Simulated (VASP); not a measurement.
A run of VASP 6.6.1:

Contents of INCAR:

```
PREC     = Accurate       # precision mode
ENCUT    = 520            # plane-wave cutoff, eV
EDIFF    = 1E-7           # SCF threshold, eV
ISMEAR   = -1             # smearing method
SIGMA    = 0.05           # smearing width, eV
LREAL    = F              # projectors in reciprocal space
LASPH    = T              # aspherical terms in the spheres
NELM     = 150            # most SCF steps
ALGO     = Normal         # electronic algorithm
ISIF     = 2              # what is computed and relaxed
LWAVE    = F              # write WAVECAR
LCHARG   = F              # write CHGCAR
ISPIN    = 2              # spin polarisation
MAGMOM   = 1.7 -1.7       # initial moments
LORBIT   = 11             # projections on sites
LMAXMIX  = 4              # l up to which the mixer works
NBANDS   = 20             # bands
```

The input KPOINTS:

```
Automatic mesh
0
Gamma
  21 21 15
```

Contents of POSCAR:

```
Co
1.0
    2.3850572788      0.0000000000      0.0000000000
    0.0000000000      2.3850572788      0.0000000000
    0.0000000000      0.0000000000      3.3718840527
Co
2
Direct
    0.0000000000      0.0000000000      0.0000000000
    0.5000000000      0.5000000000      0.5000000000
```

Potentials or basis: VASP PAW LDA potentials, release 64 (Co).

Run with:

```console
$ cat potpaw_LDA.64/Co/POTCAR > POTCAR
$ mpirun -np 1 vasp_std > vasp.out
```

Hardware: 1 thread of Intel(R) Xeon(R) 6975P-C (Granite Rapids), on a shared host.

Task: How long does it take, and how much memory?

Result: Wall time 3.2 min on 1 thread of Intel(R) Xeon(R) 6975P-C (Granite Rapids), on a shared host, peak memory 0.35 GiB. Counts: scf iterations 14, k points 528.
